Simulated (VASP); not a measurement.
Set up this calculation in VASP 6.6.1, as the native input.

| Item | Value |
| --- | --- |
| Task | single point |
| Functional | r2SCAN |
| Potentials or basis | VASP PAW PBE potentials, release 64 (In_d, Se) |
| Cutoff | 520 eV |
| k mesh | 6 × 6 × 6 |
| Occupations | fermi-dirac, width 0.05 eV |
| Spin | no spin polarisation |
| Dipole correction | no |
| Further INCAR settings | ALGO = Normal; EDIFF = 1e-06; NBANDS = 30 |

In3Se:

```
In Se
1.0
     4.73883    0.00000    0.00000
     0.00000    4.73883    0.00000
     0.00000    0.00000    4.73883
In Se
3 1
Direct
  0.50000 0.50000 0.00000
  0.50000 0.00000 0.50000
  0.00000 0.50000 0.50000
  0.00000 0.00000 0.00000
```

One way to write it, as run:

POSCAR

```
In3Se
1.0
    4.7388343927      0.0000000000      0.0000000000
    0.0000000000      4.7388343927      0.0000000000
    0.0000000000      0.0000000000      4.7388343927
In Se
3 1
Direct
    0.5000000000      0.5000000000      0.0000000000
    0.5000000000      0.0000000000      0.5000000000
    0.0000000000      0.5000000000      0.5000000000
    0.0000000000      0.0000000000      0.0000000000
```

INCAR.step1

```
ALGO = Normal
EDIFF = 1E-4
ENCUT = 520
GGA = PE
ISMEAR = -1
LASPH = T
LCHARG = F
LREAL = F
LWAVE = T
NBANDS = 30
NELM = 80
PREC = Accurate
SIGMA = 0.05
```

INCAR.step2

```
ALGO = Normal
EDIFF = 1E-6
ENCUT = 520
ISIF = 2
ISMEAR = -1
ISTART = 1
LASPH = T
LCHARG = F
LMIXTAU = T
LREAL = F
LWAVE = F
METAGGA = R2SCAN
NBANDS = 30
NELM = 80
PREC = Accurate
SIGMA = 0.05
```

KPOINTS

```
k-points
0
Gamma
  6 6 6
```

Potentials or basis: VASP PAW PBE potentials, release 64 (In_d, Se).

Command:

```sh
$ cat potpaw_PBE.64/In_d/POTCAR potpaw_PBE.64/Se/POTCAR > POTCAR
$ cp INCAR.step1 INCAR
$ mpirun -np 1 vasp_std > vasp.out
$ cp INCAR.step2 INCAR
$ mpirun -np 1 vasp_std > vasp.out
```

Results of the run:

```
Pressure : 0.2 GPa
```

Caveat: the PAW data sets were made with another functional, which shifts forces and pressure a little.

Wall time 6.5 min on 1 thread of AMD EPYC 7R13 (shared host), peak memory 0.21 GiB.
